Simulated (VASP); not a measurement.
Input of a VASP 6.6.1 run:

File INCAR:

```
SYSTEM = Ir
  PREC = Accurate
  ENCUT = 520
  EDIFF = 1E-6
  ISMEAR = 0
  SIGMA = 0.026000000000000002
  LREAL = .False.
  LASPH = .True.
  NELM = 100
  ALGO = Normal
  ISIF = 2
  LWAVE = .False.
  LCHARG = .True.
  GGA = PE
  LELF = .True.
  LVHAR = .True.
  NBANDS = 10
```

Contents of KPOINTS:

```
regular mesh
0
Gamma
  12 12 12
  0 0 0
```

File POSCAR:

```
Ir
1.0
    0.0000000000      1.9156000000      1.9156000000
    1.9156000000      0.0000000000      1.9156000000
    1.9156000000      1.9156000000      0.0000000000
Ir
1
Direct
    0.0000000000      0.0000000000      0.0000000000
```

Potentials or basis: VASP PAW PBE potentials, release 64 (Ir).

Command:

```bash
$ cat potpaw_PBE.64/Ir/POTCAR > POTCAR
$ mpirun -np 1 vasp_std > vasp.out
```

**Question.** Estimate the pressure.

**Answer.** 11.8 GPa.
